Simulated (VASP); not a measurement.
A run of VASP 6.6.1:

File INCAR:

```
SYSTEM = Na
  ALGO = Normal
  EDIFF = 1E-6
  ENCUT = 500
  GGA = PS
  GGA_COMPAT = .FALSE.
  ISIF = 2
  ISMEAR = -1
  LASPH = .TRUE.
  LCHARG = .FALSE.
  LREAL = .FALSE.
  LWAVE = .FALSE.
  NBANDS = 14
  NELM = 120
  PREC = Accurate
  SIGMA = 0.05
```

The input KPOINTS:

```
k-points
0
G
  8 8 5
  0 0 0
```

File POSCAR:

```
Na
1.0
    3.7670000000      0.0000000000      0.0000000000
   -1.8835000000      3.2623176961      0.0000000000
    0.0000000000      0.0000000000      6.4001600000
Na
2
Direct
    0.6666666667      0.3333333333      0.7500000000
    0.3333333333      0.6666666667      0.2500000000
```

Potentials or basis: VASP PAW PBE potentials, release 64 (Na_pv).

Run with:

```sh
$ cat potpaw_PBE.64/Na_pv/POTCAR > POTCAR
$ mpirun -np 1 vasp_std > vasp.out
```

Hardware: 1 thread of Intel(R) Xeon(R) 6975P-C (Granite Rapids) (shared host).

Task: Estimate the wall time of this run.

Result: Wall time 6.7 s on 1 thread of Intel(R) Xeon(R) 6975P-C (Granite Rapids), with other jobs on the host, peak memory 0.17 GiB. Counts: scf iterations 9, k points 30.
